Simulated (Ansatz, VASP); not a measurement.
Bi in VASP and in Ansatz

```
Bi
1.0
    -1.95682    1.95682    1.95682
     1.95682   -1.95682    1.95682
     1.95682    1.95682   -1.95682
Bi
1
Direct
  0.00000 0.00000 0.00000
```

Alike in both runs: functional PBEsol; k mesh 16 × 16 × 16; occupations gaussian, width 0.1 eV; no spin polarisation.

Ansatz relaxed the structure, and its values are those at the end. VASP's run is a single point on that final structure, the one shown.

|  | VASP | Ansatz |
| --- | --- | --- |
| version | VASP 6.6.1 | Ansatz 0.2.0 |
| potentials or method | VASP PAW PBE potentials, release 64 (Bi_d), cutoff 520 eV | scalar-relativistic, plane waves, PAW |
| valence electrons in the cell | 15 | 15 |

```tsv
	VASP	Ansatz	Ansatz less VASP
gap on the k mesh at the Fermi level (eV)	none	none	-
pressure (GPa)	-0.1	0.0	+0.07
```

VASP's potentials were made for PBE, not for PBEsol. A gap of «none» marks a metal or a gap that the smearing closes.

Neither program's run includes spin-orbit coupling.
